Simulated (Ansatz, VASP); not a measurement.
CdF2: VASP beside Ansatz

The input INCAR:

```
SYSTEM = CdF2
PREC     = Accurate       ! precision mode
ENCUT    = 600            ! plane-wave cutoff, eV
EDIFF    = 1E-6           ! SCF threshold, eV
ISMEAR   = 0              ! smearing method
SIGMA    = 0.02           ! smearing width, eV
LREAL    = .FALSE.        ! projectors in reciprocal space
LASPH    = .TRUE.         ! aspherical terms in the spheres
NELM     = 60             ! most SCF steps
ALGO     = Normal         ! electronic algorithm
ISIF     = 3              ! what is computed and relaxed
LWAVE    = .FALSE.        ! write WAVECAR
LCHARG   = .FALSE.        ! write CHGCAR
GGA      = PS             ! functional
IBRION   = 2              ! ionic algorithm
NSW      = 70             ! ionic steps
EDIFFG   = -0.005         ! ionic threshold
```

KPOINTS

```
Automatic mesh
0
G
  8 8 8
  0 0 0
```

POSCAR

```
CdF2
1.0
    0.0000000000      2.7222408726      2.7222408726
    2.7222408726      0.0000000000      2.7222408726
    2.7222408726      2.7222408726      0.0000000000
Cd F
1 2
Direct
    0.0000000000      0.0000000000      0.0000000000
    0.2500000000      0.2500000000      0.2500000000
    0.7500000000      0.7500000000      0.7500000000
```

Input for Ansatz:

```yaml
crystal:
  lattice:
    - [0.0, 2.7222408726, 2.7222408726]
    - [2.7222408726, 0.0, 2.7222408726]
    - [2.7222408726, 2.7222408726, 0.0]
  atoms:
    - { symbol: Cd, position: [0.0, 0.0, 0.0] }
    - { symbol: F, position: [0.25, 0.25, 0.25] }
    - { symbol: F, position: [0.75, 0.75, 0.75] }
basis:
  ecutwfc: 420
kpoints:
  mp_grid: { grid: [8, 8, 8] }
hamiltonian:
  xc: pbesol
scf:
  occupations: { method: gaussian, width: 0.02 }
output:
  forces: true
  stress: true
  eigenvalues: true
relax:
  adjacent_minimum: "off"
  f_tol: 0.005
  max_steps: 50
  cell: { stress_tol: 0.05 }
```

Alike in both runs: task relaxation of cell and atoms; functional PBEsol; k mesh 8 × 8 × 8; occupations gaussian, width 0.02 eV; no spin polarisation.

|  | VASP | Ansatz |
| --- | --- | --- |
| version | VASP 6.6.1 | Ansatz 0.2.0 |
| potentials or method | VASP PAW PBE potentials, release 64 (Cd, F), cutoff 600 eV | scalar-relativistic, plane waves, PAW |
| valence electrons in the cell | 26 | 34 |

VASP gave:

```
gap on the k mesh at the Fermi level, each at its own relaxed structure (eV) : 2.90
relaxed volume (Å³/atom)                                                     : 13.07
relaxed cell length with the largest relative difference (Å)                 : 3.814
```

Task: Which values does Ansatz return?

Result: gap on the k mesh at the Fermi level, each at its own relaxed structure (eV): 2.94; relaxed volume (Å³/atom): 13.01; relaxed cell length with the largest relative difference (Å): 3.807.

VASP's potentials were made for PBE, not for PBEsol. VASP's potentials hold 26 valence electrons a cell and Ansatz's 34, so a difference there can come from the potentials and not from the codes.
